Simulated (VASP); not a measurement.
# MgB2 (P6/mmm) in VASP: notebook

The runs below take MgB2 through single point, with PBE.

Everything below comes from runs of VASP 6.6.1. Logs are shortened: lines on timing, memory, paths and dates and some standing lists are left out, and cuts for length are marked.

**1. The cell of the first run**

The structure is hexagonal, space group P6/mmm (No. 191). The conventional cell has a = 3.085 Å, b = 3.085 Å, c = 3.523 Å, α = 90.00°, β = 90.00°, γ = 120.00°. Mg (site symmetry 6/mmm) has 12 B at 2.51 Å and 6 Mg at 3.08 to 3.09 Å within 3.3 Å. B (site symmetry -6m2) has 3 B at 1.78 Å within 2.4 Å.

**2. Single point, PBE**

Contents of INCAR:

```
ALGO = Normal
EDIFF = 1E-6
ENCUT = 520
GGA = PE
ISIF = 2
ISMEAR = 0
LASPH = True
LCHARG = True
LELF = True
LREAL = False
LVHAR = True
LWAVE = False
NBANDS = 11
NELM = 100
PREC = Accurate
SIGMA = 0.1
```

Contents of KPOINTS:

```
k-points
0
Gamma
  14 14 10
```

Contents of POSCAR:

```
MgB2
1.0
    3.0850000000      0.0000000000      0.0000000000
   -1.5425000000      2.6716883707      0.0000000000
    0.0000000000      0.0000000000      3.5230000000
Mg B
1 2
Direct
    0.0000000000      0.0000000000      0.0000000000
    0.6666666667      0.3333333333      0.5000000000
    0.3333333333      0.6666666667      0.5000000000
```

Potentials or basis: VASP PAW PBE potentials, release 64 (Mg, B).

Run with:

```sh
$ cat potpaw_PBE.64/Mg/POTCAR potpaw_PBE.64/B/POTCAR > POTCAR
$ mpirun -np 1 vasp_std > vasp.out
```

OUTCAR:

```text
EDIFF = 1E-6
   ENCUT = 520
   GGA = PE
   ISIF = 2
   ISMEAR = 0
   LASPH = True
   LREAL = False
   NELM = 100
   PREC = Accurate

 ion  position               nearest neighbor table
   1  0.000  0.000  0.000-   2 2.51   3 2.51   2 2.51   3 2.51   2 2.51   2 2.51   3 2.51   3 2.51
                             2 2.51   2 2.51   3 2.51   3 2.51
   2  0.667  0.333  0.500-   3 1.78   3 1.78   3 1.78   1 2.51   1 2.51   1 2.51   1 2.51   1 2.51
                             1 2.51
   3  0.333  0.667  0.500-   2 1.78   2 1.78   2 1.78   1 2.51   1 2.51   1 2.51   1 2.51   1 2.51
                             1 2.51

  LATTYP: Found a hexagonal cell.
 ALAT       =     3.0850000000
 C/A-ratio  =     1.1419773096

  Lattice vectors:

 A1 = (   3.0850000000,   0.0000000000,   0.0000000000)
 A2 = (  -1.5425000000,   2.6716883707,   0.0000000000)
 A3 = (   0.0000000000,   0.0000000000,   3.5230000000)

Analysis of symmetry for initial positions (statically):
=====================================================================
 Subroutine PRICEL returns:
 Original cell was already a primitive cell.

 Routine SETGRP: Setting up the symmetry group for a
 hexagonal supercell.

 Subroutine GETGRP returns: Found 24 space group operations
 (whereof 24 operations were pure point group operations)
 out of a pool of 24 trial point group operations.

The static configuration has the point symmetry D_6h.

Analysis of symmetry for dynamics (positions and initial velocities):
=====================================================================
 Subroutine PRICEL returns:
 Original cell was already a primitive cell.

 Routine SETGRP: Setting up the symmetry group for a
 hexagonal supercell.

 Subroutine GETGRP returns: Found 24 space group operations
 (whereof 24 operations were pure point group operations)
 out of a pool of 24 trial point group operations.

The dynamic configuration has the point symmetry D_6h.

 Subroutine INISYM returns: Found 24 space group operations
 (whereof 24 operations are pure point group operations),
 and found     1 'primitive' translations

----------------------------------------------------------------------------------------

                                     Primitive cell

  volume of cell :      29.0371

  direct lattice vectors                    reciprocal lattice vectors
     3.085000000  0.000000000  0.000000000     0.324149109  0.187147575  0.000000000
    -1.542500000  2.671688371  0.000000000     0.000000000  0.374295150  0.000000000
     0.000000000  0.000000000  3.523000000     0.000000000  0.000000000  0.283848992

  length of vectors
     3.085000000  3.085000000  3.523000000     0.374295150  0.374295150  0.283848992

  position of ions in fractional coordinates (direct lattice)
     0.000000000  0.000000000  0.000000000
     0.666666667  0.333333333  0.500000000
     0.333333333  0.666666667  0.500000000

  ion indices of the primitive-cell ions
   primitive index   ion index
                 1           1
                 2           2
                 3           3

----------------------------------------------------------------------------------------

 KPOINTS: k-points

Automatic generation of k-mesh.
 Grid dimensions read from file:
 generate k-points for:   14   14   10

 Generating k-lattice:

  Cartesian coordinates                     Fractional coordinates (reciprocal lattice)
     0.023153508  0.013367684  0.000000000     0.071428571  0.000000000  0.000000000
     0.000000000  0.026735368  0.000000000     0.000000000  0.071428571  0.000000000
     0.000000000  0.000000000  0.028384899     0.000000000  0.000000000  0.100000000

  Length of vectors
     0.026735368  0.026735368  0.028384899

  Shift w.r.t. Gamma in fractional coordinates (k-lattice)
     0.000000000  0.000000000  0.000000000

 Subroutine IBZKPT returns following result:
 ===========================================

 Found    144 irreducible k-points:

 Following reciprocal coordinates:
            Coordinates               Weight
  0.000000  0.000000  0.000000      1.000000
  0.071429  0.000000  0.000000      6.000000
  0.142857 -0.000000  0.000000      6.000000
  0.214286  0.000000  0.000000      6.000000
  0.285714  0.000000  0.000000      6.000000
  0.357143 -0.000000  0.000000      6.000000
[... 16 lines left out ...]
  0.285714  0.285714  0.000000      6.000000
  0.357143  0.285714  0.000000      6.000000
 [... further k-points ...]
   k-points           NKPTS =    144   k-points in BZ     NKDIM =    144   number of bands    NBANDS=     11
   number of dos      NEDOS =    301   number of ions     NIONS =      3
   total plane-waves  NPLWV =  16128
   dimension x,y,z NGX =    24 NGY =   24 NGZ =   28
   dimension x,y,z NGXF=    48 NGYF=   48 NGZF=   56
   ions per type =               1   2
   NGX,Y,Z   is equivalent  to a cutoff of  12.93, 12.93, 13.21 a.u.
   NGXF,Y,Z  is equivalent  to a cutoff of  25.87, 25.87, 26.43 a.u.
 SYSTEM =  unknown system
   PREC   = accura    normal or accurate (medium, high low for compatibility)
   ISTART =      0    job   : 0-new  1-cont  2-samecut
   ICHARG =      2    charge: 1-file 2-atom 10-const
   ISPIN  =      1    spin polarized calculation?
   LNONCOLLINEAR =      F non collinear calculations
   LSORBIT =      F    spin-orbit coupling
   LASPH  =      T    aspherical Exc in radial PAW
   ENCUT  =  520.0 eV  38.22 Ry    6.18 a.u.   5.74  5.74  6.55*2*pi/ulx,y,z
   NELM   =    100;   NELMIN=  2; NELMDL= -5     # of ELM steps
   EDIFF  = 0.1E-05   stopping-criterion for ELM
   LREAL  =      F    real-space projection
   EDIFFG = 0.1E-04   stopping-criterion for IOM
   NSW    =      0    number of steps for IOM
   IBRION =     -1    ionic relax: 0-MD 1-quasi-New 2-CG
   NFREE  =      0    steps in history (QN), initial steepest desc. (CG)
   ISIF   =      2    stress and relaxation
   ISYM   =      2    0-nonsym 1-usesym 2-fastsym
   POTIM  = 0.5000    time-step for ionic-motion
   TEBEG  =    0.0;   TEEND  =   0.0 temperature during run
   PSTRESS=    0.0 pullay stress
   NELECT =       8.0000    total number of electrons
   NUPDOWN=      -1.0000    fix difference up-down
   EMIN   =  10.00;   EMAX   =-10.00  energy-range for DOS
   EFERMI =   0.00;   METHOD = LEGACY
   ISMEAR =     0;   SIGMA  =   0.10  broadening in eV -4-tet -1-fermi 0-gaus
   EFERMI_NEDOS =   21; number of points for ismear=-14 and -15
   IALGO  =     38    algorithm
   IMIX   =      4    mixing-type and parameters
     AMIX     =   0.40;   BMIX     =  1.00
     AMIX_MAG =   1.60;   BMIX_MAG =  1.00
  volume/ion in A,a.u.               =       9.68        65.32
  Fermi-wavevector in a.u.,A,eV,Ry     =   1.065255  2.013040 15.439462  1.134768
  Thomas-Fermi vector in A             =   2.200801
   LORBIT       =      0    0 simple, 1 ext, 2 COOP (PROOUT), +10 PAW based schemes
   GGA     = PE    functional components
   LHFCALC =     F    Hartree Fock is set to
   AEXX    =    0.0000 exact exchange contribution
   IVDW    =     0    specifies the selected vdW correction
   LEPSILON=     F    determine dielectric tensor
   LRPA    =     F    only Hartree local field effects (RPA)
 non-spin polarized calculation
 Gauss-broadening in eV      SIGMA  =   0.10
  energy-cutoff  :      520.00
  volume of cell :       29.04
 maximum number of plane-waves:       806
 NGX is ok and might be reduce to    24
   NGX = 11   NGY = 11   NGZ = 13

 number of electron       8.0000000 magnetization

 Free energy of the ion-electron system (eV)
  ---------------------------------------------------
  ext. energy  EPLUGINS =         0.00000000
  ---------------------------------------------------
  free energy    TOTEN  =       -15.32145707 eV

  energy without entropy =      -15.31701206  energy(sigma->0) =      -15.31923456

 E-fermi :   5.2474     XC(G=0): -10.9117

 val. band max:        5.2467713514   @ k =   0.1429  -0.0000   0.5000
 cond. band min:       5.2681814232   @ k =   0.4286   0.0714   0.3000
 fundamental gap:      0.0214100717
 Fermi energy:         5.2474256694

 k-point     1 :       0.0000    0.0000    0.0000
  band No.  band energies     occupation
      1      -7.1546      2.00000
      2       2.3268      2.00000
      3       5.6172      0.00000
      4       5.6172      0.00000
      5       6.9175      0.00000
      6      11.5577      0.00000
      7      11.5577      0.00000
      8      13.3330      0.00000
      9      15.1884      0.00000
     10      17.9127      0.00000
     11      21.4062      0.00000

 k-point     2 :       0.0714    0.0000    0.0000
  band No.  band energies     occupation
      1      -7.0660      2.00000
      2       2.4132      2.00000
      3       5.1584      1.79200
      4       5.4037      0.02711
      5       6.9964      0.00000
      6      11.4995      0.00000
      7      11.9501      0.00000
      8      13.5323      0.00000
      9      14.8718      0.00000
     10      18.3622      0.00000
     11      20.9561      0.00000

 k-point     3 :       0.1429   -0.0000    0.0000
  band No.  band energies     occupation
      1      -6.8012      2.00000
      2       2.6712      2.00000
      3       4.0303      2.00000
      4       4.9010      2.00000
      5       7.2406      0.00000
      6      11.2102      0.00000
      7      12.9839      0.00000
      8      14.0014      0.00000
      9      14.0767      0.00000
     10      19.5268      0.00000
     11      20.0853      0.00000
[... 267 lines left out ...]
 k-point    23 :       0.2857    0.2857    0.0000
  band No.  band energies     occupation
      1      -3.1047      2.00000
      2      -1.1844      2.00000
      3      -0.0337      2.00000
      4       6.0749      0.00000
      5       8.0677      0.00000
      6      10.6999      0.00000
      7      11.9120      0.00000
      8      14.0363      0.00000
      9      14.3765      0.00000
     10      16.9181      0.00000
     11      17.2719      0.00000

 k-point    24 :       0.3571    0.2857    0.0000
  band No.  band energies     occupation
      1      -2.3426      2.00000
      2      -1.8520      2.00000
      3      -0.3373      2.00000
      4       6.6407      0.00000
      5       7.4679      0.00000
      6      11.2200      0.00000
      7      11.5600      0.00000
      8      14.1456      0.00000
      9      14.1732      0.00000
     10      17.0376      0.00000
     11      18.0837      0.00000

 [... further k-points ...]

------------------------ aborting loop because EDIFF is reached ----------------------------------------

  FORCE on cell =-STRESS in cart. coord.  units (eV):
  Direction    XX          YY          ZZ          XY          YZ          ZX
  --------------------------------------------------------------------------------------
  -------------------------------------------------------------------------------------
  Total       -0.2754209     -0.2754209     -0.1423691     -0.0000000     -0.0000000      0.0000000
  in kB      -15.1968574    -15.1968574     -7.8554803     -0.0000000     -0.0000000      0.0000000
  external PRESSURE =     -12.7497317 kB  Pullay stress =       0.0000000 kB

 VOLUME and BASIS-vectors are now :
 -----------------------------------------------------------------------------
  energy-cutoff  :      520.00
  volume of cell :       29.04
      direct lattice vectors                 reciprocal lattice vectors
     3.085000000  0.000000000  0.000000000     0.324149109  0.187147575  0.000000000
    -1.542500000  2.671688371  0.000000000     0.000000000  0.374295150  0.000000000
     0.000000000  0.000000000  3.523000000     0.000000000  0.000000000  0.283848992

 POSITION                                       TOTAL-FORCE (eV/Angst)
 -----------------------------------------------------------------------------------
      0.00000      0.00000      0.00000        -0.000000      0.000000      0.000000
      1.54250      0.89056      1.76150         0.000000      0.000000      0.000000
     -0.00000      1.78113      1.76150        -0.000000      0.000000     -0.000000
 -----------------------------------------------------------------------------------
    total drift:                                0.000000     -0.000000      0.000000

  FREE ENERGIE OF THE ION-ELECTRON SYSTEM (eV)
  ---------------------------------------------------
  free  energy   TOTEN  =       -15.3214570707 eV

  energy  without entropy=      -15.3170120581  energy(sigma->0) =      -15.31923456
```

It took 40 s on 1 thread of Intel Xeon 8259CL, shared host; peak memory 0.18 GiB.

What came out:

```yaml
Free_energy: -15.3215 eV
Pressure: -1.3 GPa
Band_gap_on_the_k_mesh: zero (bands 4 and 5 overlap by 3.01 eV)
```

Levels at points of the mesh, in eV from the Fermi level:
```tsv
k point	band 1	band 2	band 3	band 4	band 5	band 6	band 7	band 8
(0.00, 0.00, 0.00)	-12.40	-2.92	0.37	0.37	1.67	6.31	6.31	8.09
(0.50, 0.00, 0.00)	-8.52	-7.81	-2.16	0.23	3.09	3.88	5.34	7.11
(0.00, 0.00, 0.50)	-11.13	-7.40	0.74	0.74	6.64	6.64	7.96	9.84
(0.50, 0.00, 0.50)	-7.55	-6.91	-3.54	-1.87	-1.28	5.70	8.77	8.92
```

**3. Single point, PBE**

Contents of INCAR:

```
ALGO     = Normal         # electronic algorithm
EDIFF    = 1E-6           # SCF threshold, eV
ENCUT    = 520            # plane-wave cutoff, eV
GGA      = PE             # functional
ISIF     = 2              # what is computed and relaxed
ISMEAR   = 0              # smearing method
LASPH    = T              # aspherical terms in the spheres
LCHARG   = F              # write CHGCAR
LREAL    = F              # projectors in reciprocal space
LWAVE    = F              # write WAVECAR
NBANDS   = 11             # bands
NELM     = 100            # most SCF steps
PREC     = Accurate       # precision mode
SIGMA    = 0.1            # smearing width, eV
```

Contents of KPOINTS:

```
k-points
0
Gamma
  16 16 12
```

POSCAR is that of step 2.

Potentials or basis: VASP PAW PBE potentials, release 64 (Mg, B).

Run with:

```sh
$ cat potpaw_PBE.64/Mg/POTCAR potpaw_PBE.64/B/POTCAR > POTCAR
$ mpirun -np 1 vasp_std > vasp.out
```

Wall time 63 s (1 thread of Intel Xeon 8259CL, shared host); peak memory 0.2 GiB.

The run converged. Its results:

| Item | Value |
| --- | --- |
| Free energy | -15.3245 eV |
| Pressure | -1.3 GPa |
| Band gap on the k mesh | zero (bands 4 and 5 overlap by 2.97 eV) |

Stress tensor (GPa, compression positive):
```
-1.63  0.00  0.00
 0.00 -1.63  0.00
 0.00  0.00 -0.66
```

Levels at points of the mesh, in eV from the Fermi level:
| k point | band 1 | band 2 | band 3 | band 4 | band 5 | band 6 | band 7 | band 8 |
| --- | --- | --- | --- | --- | --- | --- | --- | --- |
| (0.00, 0.00, 0.00) | -12.40 | -2.92 | 0.37 | 0.37 | 1.68 | 6.31 | 6.31 | 8.09 |
| (0.50, 0.00, 0.00) | -8.52 | -7.81 | -2.16 | 0.23 | 3.09 | 3.89 | 5.35 | 7.11 |
| (0.00, 0.00, 0.50) | -11.13 | -7.40 | 0.75 | 0.75 | 6.64 | 6.64 | 7.96 | 9.85 |
| (0.50, 0.00, 0.50) | -7.55 | -6.90 | -3.54 | -1.87 | -1.27 | 5.71 | 8.78 | 8.92 |
